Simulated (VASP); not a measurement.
Si, 4 atoms in the cell. The structure is hexagonal, space group P6_3/mmc (No. 194). The conventional cell has a = 3.852 Å, b = 3.852 Å, c = 6.365 Å, α = 90.00°, β = 90.00°, γ = 120.00°. Si (site symmetry 3m) has 4 Si at 2.36 to 2.38 Å within 3.1 Å. This isn't the form of Si at room conditions, which is diamond.

```yaml
Program: VASP 6.6.1
Task: relaxation of cell and atoms
Functional: PBEsol
Potentials_or_basis: VASP PAW PBE potentials, release 64 (Si)
Cutoff: 600 eV
k_mesh: 12 × 12 × 4
Occupations: fermi-dirac, width 0.02 eV
Spin: no spin polarisation
Dipole_correction: no
Further_INCAR_settings: ALGO = Normal; EDIFF = 1e-06; IBRION = 2; EDIFFG = -0.005; NSW = 80; ISIF = 3
```

Potentials or basis: VASP PAW PBE potentials, release 64 (Si).

Run with:

```console
$ cat potpaw_PBE.64/Si/POTCAR > POTCAR
$ mpirun -np 1 vasp_std > vasp.out
```

Hardware: 1 thread of Intel(R) Xeon(R) 6975P-C (Granite Rapids), on a shared host.

Q: How long does it take, and how much memory?

A: It took 60 s on 1 thread of Intel(R) Xeon(R) 6975P-C (Granite Rapids), with other jobs on the host, peak memory 0.24 GiB. Counts: scf iterations 34, k points 57, ion steps 7.
